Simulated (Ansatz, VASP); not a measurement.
# CdF2 in VASP and in Ansatz

```
Cd F
1.0
     0.00000    2.49017    3.09588
     2.49017    0.00000    3.09588
     2.49017    2.49017    0.00000
Cd F
1 2
Cartesian
  0.0000 0.0000 0.0000
  1.2451 1.2451 1.5479
  3.7353 3.7353 4.6438
```

Change from the starting cell: strain +e along x and -e along y +0.0000, strain +e along z and -e/2 along x and y +0.1500.

Alike in both runs: task single point; functional PBEsol; k mesh 8 × 8 × 8; occupations gaussian, width 0.05 eV; no spin polarisation.

```csv
,VASP,Ansatz
version,VASP 6.6.1,Ansatz 0.2.0
potentials or method,"VASP PAW PBE potentials, release 64 (Cd, F), cutoff 520 eV","scalar-relativistic, plane waves, PAW"
valence electrons in the cell,26,34
```

Ansatz gave:

| Property | Result |
| --- | --- |
| gap on the k mesh at the Fermi level (eV) | 2.05 |
| least direct gap on the mesh (eV) | 2.69 |
| pressure (GPa) | 1.0 |
| traceless stress, the component that is largest in VASP (GPa) | -17.52 |

Which values does VASP return?

gap on the k mesh at the Fermi level (eV): 2.01; least direct gap on the mesh (eV): 2.65; pressure (GPa): 1.7; traceless stress, the component that is largest in VASP (GPa): -17.25.

VASP's potentials were made for PBE, not for PBEsol. VASP's potentials hold 26 valence electrons a cell and Ansatz's 34, so a difference there can come from the potentials and not from the codes.
